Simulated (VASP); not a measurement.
# AlN (Fm-3m) in VASP: a series of runs, part 2 of 2

VASP 6.6.1. The steps go on from the part before.

## (4) Single point, LDA (the cell strained)

INCAR reads:

```
SYSTEM = AlN
PREC = Accurate ; ENCUT = 520
EDIFF = 1E-6 ; ISMEAR = 0
SIGMA = 0.05 ; LREAL = .FALSE.
LASPH = .TRUE. ; NELM = 80
ALGO = Normal ; ISIF = 2
LWAVE = .FALSE. ; LCHARG = .FALSE.
GGA = CA ; NBANDS = 16
```

KPOINTS reads:

```
Automatic mesh
0
G
  8 8 6
  0 0 0
```

POSCAR reads:

```
AlN
1.0
    0.0000000000     -1.9888743075     -1.9888743075
    0.0000000000      1.9888743075     -1.9888743075
    3.9777486148      0.0000000000      0.0000000000
Al N
2 2
Direct
    0.5000000000      0.5000000000      0.0000000000
    0.0000000000      0.0000000000      0.5000000000
    0.5000000000      0.5000000000      0.5000000000
    0.0000000000      1.0000000000      0.0000000000
```

Potentials or basis: VASP PAW LDA potentials, release 64 (Al, N).

On the command line:

```
cat potpaw_LDA.64/Al/POTCAR potpaw_LDA.64/N/POTCAR > POTCAR
mpirun -np 1 vasp_std > vasp.out
```

OUTCAR:

```text
SYSTEM = AlN
   PREC = Accurate
   ENCUT = 520
   EDIFF = 1E-6
   ISMEAR = 0
   LREAL = .FALSE.
   LASPH = .TRUE.
   NELM = 80
   ISIF = 2
   GGA = CA

 ion  position               nearest neighbor table
   1  0.500  0.500  0.000-   3 1.99   3 1.99   4 1.99   4 1.99   4 1.99   4 1.99   2 2.81   2 2.81
                             2 2.81   2 2.81   2 2.81   2 2.81   2 2.81   2 2.81
   2  0.000  0.000  0.500-   4 1.99   4 1.99   3 1.99   3 1.99   3 1.99   3 1.99   1 2.81   1 2.81
                             1 2.81   1 2.81   1 2.81   1 2.81   1 2.81   1 2.81
   3  0.500  0.500  0.500-   1 1.99   1 1.99   2 1.99   2 1.99   2 1.99   2 1.99
   4  0.000  0.000  0.000-   2 1.99   2 1.99   1 1.99   1 1.99   1 1.99   1 1.99

  LATTYP: Found a simple tetragonal cell.
 ALAT       =     2.8126930195
 C/A-ratio  =     1.4142135623

  Lattice vectors:

 A1 = (   0.0000000000,  -1.9888743075,  -1.9888743075)
 A2 = (   0.0000000000,   1.9888743075,  -1.9888743075)
 A3 = (   3.9777486148,   0.0000000000,   0.0000000000)

Analysis of symmetry for initial positions (statically):
=====================================================================
 Subroutine PRICEL returns following result:

  LATTYP: Found a face centered cubic cell.
 ALAT       =     3.9777486149

  Lattice vectors:

 A1 = (  -1.9888743074,   0.0000000000,   1.9888743075)
 A2 = (  -1.9888743074,  -1.9888743075,   0.0000000000)
 A3 = (   0.0000000000,  -1.9888743075,   1.9888743075)

   2 primitive cells build up your supercell.

 Routine SETGRP: Setting up the symmetry group for a
 simple tetragonal supercell.

 Subroutine GETGRP returns: Found 16 space group operations
 (whereof 16 operations were pure point group operations)
 out of a pool of 16 trial point group operations.

The static configuration has the point symmetry D_4h.

Analysis of symmetry for dynamics (positions and initial velocities):
=====================================================================
 Subroutine PRICEL returns following result:

  LATTYP: Found a face centered cubic cell.
 ALAT       =     3.9777486149

  Lattice vectors:

 A1 = (  -1.9888743074,   0.0000000000,   1.9888743075)
 A2 = (  -1.9888743074,  -1.9888743075,   0.0000000000)
 A3 = (   0.0000000000,  -1.9888743075,   1.9888743075)

   2 primitive cells build up your supercell.

 Routine SETGRP: Setting up the symmetry group for a
 simple tetragonal supercell.

 Subroutine GETGRP returns: Found 16 space group operations
 (whereof 16 operations were pure point group operations)
 out of a pool of 16 trial point group operations.

The dynamic configuration has the point symmetry D_4h.

 Subroutine INISYM returns: Found 16 space group operations
 (whereof 16 operations are pure point group operations),
 and found     2 'primitive' translations

----------------------------------------------------------------------------------------

                                     Primitive cell

  volume of cell :      15.7345

  direct lattice vectors                    reciprocal lattice vectors
    -1.988874307  0.000000000  1.988874307    -0.251398491  0.251398491  0.251398491
    -1.988874307 -1.988874307  0.000000000    -0.251398491 -0.251398491 -0.251398491
     0.000000000 -1.988874307  1.988874307     0.251398491 -0.251398491  0.251398491

  length of vectors
[... 42 lines left out ...]
  0.375000  0.000000  0.000000      4.000000
  0.500000  0.000000  0.000000      2.000000
  0.125000  0.125000  0.000000      4.000000
[... 16 lines left out ...]
  0.375000  0.125000  0.166667     16.000000
  0.500000  0.125000  0.166667      8.000000
 [... further k-points ...]
   k-points           NKPTS =     60   k-points in BZ     NKDIM =     60   number of bands    NBANDS=     16
   number of dos      NEDOS =    301   number of ions     NIONS =      4
   total plane-waves  NPLWV =  17280
   dimension x,y,z NGX =    24 NGY =   24 NGZ =   30
   dimension x,y,z NGXF=    48 NGYF=   48 NGZF=   60
   ions per type =               2   2
   NGX,Y,Z   is equivalent  to a cutoff of  14.19, 14.19, 12.54 a.u.
   NGXF,Y,Z  is equivalent  to a cutoff of  28.37, 28.37, 25.08 a.u.
 SYSTEM =  AlN
   PREC   = accura    normal or accurate (medium, high low for compatibility)
   ISTART =      0    job   : 0-new  1-cont  2-samecut
   ICHARG =      2    charge: 1-file 2-atom 10-const
   ISPIN  =      1    spin polarized calculation?
   LNONCOLLINEAR =      F non collinear calculations
   LSORBIT =      F    spin-orbit coupling
   LASPH  =      T    aspherical Exc in radial PAW
   ENCUT  =  520.0 eV  38.22 Ry    6.18 a.u.   5.23  5.23  7.40*2*pi/ulx,y,z
   NELM   =     80;   NELMIN=  2; NELMDL= -5     # of ELM steps
   EDIFF  = 0.1E-05   stopping-criterion for ELM
   LREAL  =      F    real-space projection
   EDIFFG = 0.1E-04   stopping-criterion for IOM
   NSW    =      0    number of steps for IOM
   IBRION =     -1    ionic relax: 0-MD 1-quasi-New 2-CG
   NFREE  =      0    steps in history (QN), initial steepest desc. (CG)
   ISIF   =      2    stress and relaxation
   ISYM   =      2    0-nonsym 1-usesym 2-fastsym
   POTIM  = 0.5000    time-step for ionic-motion
   TEBEG  =    0.0;   TEEND  =   0.0 temperature during run
   PSTRESS=    0.0 pullay stress
   NELECT =      16.0000    total number of electrons
   NUPDOWN=      -1.0000    fix difference up-down
   EMIN   =  10.00;   EMAX   =-10.00  energy-range for DOS
   EFERMI =   0.00;   METHOD = LEGACY
   ISMEAR =     0;   SIGMA  =   0.05  broadening in eV -4-tet -1-fermi 0-gaus
   EFERMI_NEDOS =   21; number of points for ismear=-14 and -15
   IALGO  =     38    algorithm
   IMIX   =      4    mixing-type and parameters
     AMIX     =   0.40;   BMIX     =  1.00
     AMIX_MAG =   1.60;   BMIX_MAG =  1.00
  volume/ion in A,a.u.               =       7.87        53.09
  Fermi-wavevector in a.u.,A,eV,Ry     =   1.306635  2.469181 23.229145  1.707294
  Thomas-Fermi vector in A             =   2.437423
   LORBIT       =      0    0 simple, 1 ext, 2 COOP (PROOUT), +10 PAW based schemes
   GGA     = CA    functional components
   LHFCALC =     F    Hartree Fock is set to
   AEXX    =    0.0000 exact exchange contribution
   IVDW    =     0    specifies the selected vdW correction
   LEPSILON=     F    determine dielectric tensor
   LRPA    =     F    only Hartree local field effects (RPA)
 non-spin polarized calculation
 Gauss-broadening in eV      SIGMA  =   0.05
  energy-cutoff  :      520.00
  volume of cell :       31.47
 maximum number of plane-waves:       888
 NGX is ok and might be reduce to    24
   NGX = 11   NGY = 11   NGZ = 15

 number of electron      16.0000001 magnetization

 Free energy of the ion-electron system (eV)
  ---------------------------------------------------
  ext. energy  EPLUGINS =         0.00000000
  ---------------------------------------------------
  free energy    TOTEN  =       -32.43937051 eV

  energy without entropy =      -32.43937051  energy(sigma->0) =      -32.43937051

 E-fermi :  10.5907     XC(G=0): -12.8051

 val. band max:       10.3623501418   @ k =   0.0000   0.0000   0.0000
 cond. band min:      15.3028190550   @ k =   0.0000   0.0000   0.0000
 fundamental gap:      4.9404689132
 Fermi energy:        10.5907108105

 k-point     1 :       0.0000    0.0000    0.0000
  band No.  band energies     occupation
      1      -7.5014      2.00000
      2      -2.8785      2.00000
      3       2.6119      2.00000
      4       7.4190      2.00000
      5       7.4190      2.00000
      6      10.3623      2.00000
[... 433 lines left out ...]
      3       3.3908      2.00000
      4       3.3908      2.00000
      5       6.9864      2.00000
      6       6.9864      2.00000
[... 8 lines left out ...]
     15      23.7324      0.00000
     16      23.7324      0.00000

 [... further k-points ...]

------------------------ aborting loop because EDIFF is reached ----------------------------------------

  FORCE on cell =-STRESS in cart. coord.  units (eV):
  Direction    XX          YY          ZZ          XY          YZ          ZX
  --------------------------------------------------------------------------------------
  -------------------------------------------------------------------------------------
  Total        1.5635380      1.5651754      1.5651754      0.0000000      0.0000000     -0.0000000
  in kB       79.6043914     79.6877563     79.6877563      0.0000000      0.0000000     -0.0000000
  external PRESSURE =      79.6599680 kB  Pullay stress =       0.0000000 kB

 VOLUME and BASIS-vectors are now :
 -----------------------------------------------------------------------------
  energy-cutoff  :      520.00
  volume of cell :       31.47
      direct lattice vectors                 reciprocal lattice vectors
     0.000000000 -1.988874307 -1.988874307     0.000000000 -0.251398491 -0.251398491
     0.000000000  1.988874307 -1.988874307     0.000000000  0.251398491 -0.251398491
     3.977748615  0.000000000  0.000000000     0.251398491  0.000000000  0.000000000

 POSITION                                       TOTAL-FORCE (eV/Angst)
 -----------------------------------------------------------------------------------
      0.00000      0.00000     -1.98887        -0.000000      0.000000     -0.000000
      1.98887      0.00000      0.00000        -0.000000     -0.000000     -0.000000
      1.98887      0.00000     -1.98887         0.000000      0.000000      0.000000
      0.00000      0.00000      0.00000        -0.000000     -0.000000      0.000000
 -----------------------------------------------------------------------------------
    total drift:                               -0.000000      0.000000     -0.000000

  FREE ENERGIE OF THE ION-ELECTRON SYSTEM (eV)
  ---------------------------------------------------
  free  energy   TOTEN  =       -32.4393705108 eV

  energy  without entropy=      -32.4393705108  energy(sigma->0) =      -32.43937051
```

Wall time 11 s (1 thread of Intel Xeon Platinum 8488C (Sapphire Rapids), shared host); peak memory 0.14 GiB.

Results:

```yaml
Free_energy: -32.4394 eV
Pressure: 8.0 GPa
Band_gap_on_the_k_mesh: 4.94 eV
```

Levels at points of the mesh, in eV from the valence-band top:
```
           k point  band 5  band 6  band 7  band 8  band 9  band 10  band 11  band 12
(0.00, 0.00, 0.00)   -2.94    0.00    0.00    0.00    4.94     5.10     6.50    12.17
(0.50, 0.00, 0.00)   -4.38   -4.38   -1.23   -1.23    8.64     8.64    10.74    10.74
(0.50, 0.50, 0.00)   -2.94   -2.94   -2.94   -2.94    4.94     4.94     5.10     5.10
(0.00, 0.00, 0.50)   -1.72   -1.72   -1.72   -1.72    7.35     7.35     8.21     8.21
(0.50, 0.00, 0.50)   -1.18   -1.18   -1.18   -1.18    6.44     6.44    11.20    11.20
(0.50, 0.50, 0.50)   -6.01   -6.01   -4.08   -4.08    8.45     8.45    10.88    10.88
```

Caveat: the cell differs from its parent crystal (the cell strained); the cell stands under pressure. A k mesh can miss the band edges.

## (5) Overview

```tsv
cell	gap on the mesh (eV)	pressure (GPa)
a = 2.765, b = 2.765, c = 3.911 Å, 4 atoms	4.99	25.3
a = 2.789, b = 2.789, c = 3.944 Å, 4 atoms	5.05	16.2
a = 2.813, b = 2.813, c = 3.978 Å, 4 atoms	4.94	8.0
```

Alike in all rows: task single point; level LDA; potentials or basis VASP PAW LDA potentials, release 64 (Al, N); no spin polarisation; k mesh 8 × 8 × 6; cutoff (eV) 520; smearing gaussian 0.05 eV.

Caveats: the cell stands under pressure.

Total energies depend on the potentials used, so only differences within one code and one set of settings carry meaning.
